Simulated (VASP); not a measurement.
Cs: single point with PBEsol

Crystal: Cs.

```xyz
2
Lattice="0.0000 5.5308 5.5308 5.5308 0.0000 5.5308 5.5308 5.5308 0.0000" Properties=species:S:1:pos:R:3 pbc="T T T"
Cs    1.3827    1.3827    1.3827
Cs    9.6789    9.6789    9.6789
```

This isn't the form of Cs at room conditions, which is bcc.

| Item | Value |
| --- | --- |
| Program | VASP 6.6.1 |
| Task | single point |
| Functional | PBEsol |
| Potentials or basis | VASP PAW PBE potentials, release 64 (Cs_sv) |
| Cutoff | 520 eV |
| k mesh | 5 × 5 × 5 |
| Occupations | fermi-dirac, width 0.1 eV |
| Spin | no spin polarisation |

* Pressure: 0.0 GPa

Levels at points of the mesh, in eV from the Fermi level:
```tsv
k point	band 6	band 7	band 8	band 9	band 10	band 11	band 12	band 13
(0.00, 0.00, 0.00)	-11.03	-11.03	-11.03	-1.36	1.35	1.35	1.39	1.39
```

It took 92 s on 1 thread of Intel(R) Xeon(R) Platinum 8375C CPU @ 2.90GHz (Ice Lake), on a shared host, peak memory 0.47 GiB.

Caveat: the PAW data sets were made with another functional, which shifts forces and pressure a little; spin-orbit coupling is left out, which moves the levels of the heavy elements.
